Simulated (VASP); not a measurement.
Set up this calculation in VASP 6.6.1, as the native input.

| Quantity | Value |
| --- | --- |
| Task | single point |
| Functional | PBE |
| Potentials or basis | VASP PAW PBE potentials, release 64 (Fe) |
| Cutoff | 520 eV |
| k mesh | 7 × 14 × 14 |
| Occupations | fermi-dirac, width 0.1 eV |
| Spin | collinear spin, ferromagnetic start |
| Starting moments | [4.0, 4.0] μB |
| Dipole correction | no |
| Further INCAR settings | ALGO = Normal; EDIFF = 1e-07; NBANDS = 19 |

The structure of Fe lies in POSCAR:

```
Fe
1.0
    0.0000000000      3.5910000000      3.5910000000
    1.7955000000      0.0000000000      1.7955000000
    1.7955000000      1.7955000000      0.0000000000
Fe
2
Direct
    0.0000000000      0.0000000000      0.0000000000
    0.5000000000      0.0000000000      0.0000000000
```

The input as run:

INCAR

```
PREC = Accurate
ENCUT = 520
EDIFF = 1E-7
ISMEAR = -1
SIGMA = 0.1
LREAL = F
LASPH = T
NELM = 150
ALGO = Normal
ISIF = 2
LWAVE = F
LCHARG = F
ISPIN = 2
MAGMOM = 4 4
LORBIT = 11
LMAXMIX = 4
GGA = PE
NBANDS = 19
```

KPOINTS

```
Automatic mesh
0
Gamma
  7 14 14
```

Potentials or basis: VASP PAW PBE potentials, release 64 (Fe).

Run with:

```console
$ cat potpaw_PBE.64/Fe/POTCAR > POTCAR
$ mpirun -np 1 vasp_std > vasp.out
```

It gave:

* Pressure: 4.7 GPa
* Net moment: 4.88 μB per cell
* Site moments: Fe +2.43 μB
* Valence electrons inside the program's atomic spheres: Fe 7.23

Wall time 100 s on 1 thread of Intel Xeon 6975P-C, on a shared host, peak memory 0.22 GiB.
